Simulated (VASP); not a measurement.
Wanted: the native input for a VASP 6.6.1 run.

* Task: single point
* Functional: PBEsol
* Dispersion: D4
* Potentials or basis: VASP PAW PBE potentials, release 64 (Mg, H)
* Cutoff: 520 eV
* k mesh: 10 × 10 × 10
* Occupations: fermi-dirac, width 0.05 eV
* Spin: no spin polarisation
* Dipole correction: no
* Further INCAR settings: ALGO = Normal; EDIFF = 1e-06; NBANDS = 9

The structure of MgH2 lies in POSCAR:

```
MgH2
1.0
    0.0000000000      2.3509114492      2.3509114492
    2.3509114492      0.0000000000      2.3509114492
    2.3509114492      2.3509114492      0.0000000000
Mg H
1 2
Direct
    0.0000000000      0.0000000000      0.0000000000
    0.2500000000      0.2500000000      0.2500000000
    0.7500000000      0.7500000000      0.7500000000
```

The input as run:

INCAR

```
PREC = Accurate
ENCUT = 520
EDIFF = 1E-6
ISMEAR = -1
SIGMA = 0.05
LREAL = False
LASPH = True
NELM = 80
ALGO = Normal
ISIF = 2
LWAVE = False
LCHARG = False
GGA = PS
IVDW = 13
NBANDS = 9
```

KPOINTS

```
Automatic mesh
0
Gamma
  10 10 10
```

Potentials or basis: VASP PAW PBE potentials, release 64 (Mg, H).

Run with:

```sh
$ cat potpaw_PBE.64/Mg/POTCAR potpaw_PBE.64/H/POTCAR > POTCAR
$ mpirun -np 1 vasp_std > vasp.out
```

Results of the run:

```
Pressure                   : -0.4 GPa
Band gap on the k mesh     : zero (band 2 reaches 4.27 eV, above the bottom of band 3 at 2.59 eV)
Dispersion energy per atom : -0.061 eV
```

Caveat: the PAW data sets were made with another functional, which shifts forces and pressure a little; pairwise dispersion overbinds metals, which lowers pressure and volume.

Run time: 6.3 s on 1 thread of Intel(R) Xeon(R) 6975P-C (Granite Rapids), with other jobs on the host, peak memory 0.16 GiB.
